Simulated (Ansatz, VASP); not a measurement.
**Ta: VASP beside Ansatz**

```xyz
2
Lattice="4.6362 0.0000 0.0000 -2.3181 4.0151 0.0000 0.0000 0.0000 2.6658" Properties=species:S:1:pos:R:3 pbc="T T T"
Ta    0.0000    2.6767    0.0000
Ta    2.3181    1.3384    0.0000
```

Alike in both runs: functional r2SCAN; k mesh 15 × 15 × 20; occupations gaussian, width 0.1 eV; no spin polarisation.

Ansatz relaxed the structure, and its values are those at the end. VASP's run is a single point on that final structure, the one shown.

```csv
,VASP,Ansatz
version,VASP 6.6.1,Ansatz 0.2.0
potentials or method,"VASP PAW PBE potentials, release 64 (Ta_pv), cutoff 520 eV","scalar-relativistic, plane waves, PAW"
valence electrons in the cell,22,26
```

```csv
,VASP,Ansatz,Ansatz less VASP
gap on the k mesh at the Fermi level (eV),none,none,-
pressure (GPa),0.4,0.0,-0.41
```

VASP's potentials were made for PBE, not for r2SCAN. A gap of «none» marks a metal or a gap that the smearing closes. VASP's potentials hold 22 valence electrons a cell and Ansatz's 26, so a difference there can come from the potentials and not from the codes.

Neither program's run includes spin-orbit coupling.
